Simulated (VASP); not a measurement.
Runs of VASP 6.6.1 on Sn. The structure is that of space group Fd-3m (No. 227), or close to it. The cells are those of the table. 

```csv
cell,gap on the mesh (eV),pressure (GPa)
"a = 4.447 Å, angles 60.0°, 2 atoms",0.35,(b)
"a = 4.532 Å, angles 60.0°, 2 atoms",none,3.8
"a = 4.490 Å, angles 60.0°, 2 atoms",0.13,5.6
"a = 4.573 Å, angles 60.0°, 2 atoms",none,(a)
"a = 4.613 Å, angles 60.0°, 2 atoms",none,1.0
```

Alike in all rows: task single point; level r2SCAN; potentials or basis VASP PAW PBE potentials, release 64 (Sn_d); no spin polarisation; k mesh 6 × 6 × 6; cutoff (eV) 520; smearing fermi-dirac 0.15 eV.

**Question.** Fill in the values left out.

**Answer.** (a) 2.3; (b) 7.6.

Caveats: the PAW data sets were made with another functional, which shifts forces and pressure a little; spin-orbit coupling is left out, which moves the levels of the heavy elements.

A k mesh can miss the band edges, and the runs leave out spin-orbit coupling on Sn.

A gap of «none» marks levels without a gap at the run's occupations.
